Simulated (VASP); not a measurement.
Cl2, 2 atoms in the cell. The cell holds a molecule in a box, 2 atoms: a = 12.000 Å, b = 12.300 Å, c = 12.600 Å, α = 90.00°, β = 90.00°, γ = 90.00°. 

| Property | Result |
| --- | --- |
| Program | VASP 6.6.1 |
| Task | relaxation of the atoms |
| Functional | PBE |
| Potentials or basis | VASP PAW PBE potentials, release 64 (Cl) |
| Cutoff | 520 eV |
| k mesh | 1 × 1 × 1 |
| Occupations | fermi-dirac, width 0.01 eV |
| Spin | no spin polarisation |
| Dipole correction | no |
| Further INCAR settings | ALGO = Normal; EDIFF = 1e-07; IBRION = 2; EDIFFG = -0.01; NSW = 80 |

Potentials or basis: VASP PAW PBE potentials, release 64 (Cl).

Run with:

```sh
$ cat potpaw_PBE.64/Cl/POTCAR > POTCAR
$ mpirun -np 1 vasp_gam > vasp.out
```

Hardware: 1 thread of Intel Xeon 8259CL, on a shared host.

Problem. Estimate the wall time of this run.

Solution. It took 6.8 min on 1 thread of Intel Xeon 8259CL (shared host), peak memory 1.5 GiB. Counts: scf iterations 39, k points 1, ion steps 3.
